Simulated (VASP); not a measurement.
Runs of VASP 6.6.1 on Pd. The structure is that of space group Pm-3m (No. 221), or close to it. The cells are those of the table. This isn't the form of Pd at room conditions, which is fcc.

| cell | k mesh | gap on the mesh (eV) | pressure (GPa) | moment (μB) |
| --- | --- | --- | --- | --- |
| a = 3.659 Å, angles 60.0°, 2 atoms | 11 × 11 × 11 | none | (a) | 0.00 |
| a = 3.507 Å, angles 60.0°, 2 atoms | 12 × 12 × 12 | none | 25.6 | 0.00 |
| a = 3.559 Å, angles 60.0°, 2 atoms | 12 × 12 × 12 | none | 15.1 | 0.00 |
| a = 3.659 Å, angles 60.0°, 2 atoms | 12 × 12 × 12 | none | 0.6 | 0.00 |
| a = 3.610 Å, angles 60.0°, 2 atoms | 12 × 12 × 12 | none | (b) | 0.00 |

Alike in all rows: task single point; level r2SCAN; potentials or basis VASP PAW PBE potentials, release 64 (Pd); spin collinear; cutoff (eV) 520; smearing fermi-dirac 0.05 eV.

Question: Estimate the missing entries.

Answer: (a) 0.4; (b) 6.9.

Caveats: the PAW data sets were made with another functional, which shifts forces and pressure a little; the cell stands under pressure (at least some runs).

A k mesh can miss the band edges, and the runs leave out spin-orbit coupling on Pd.

A gap of «none» marks levels without a gap at the run's occupations.
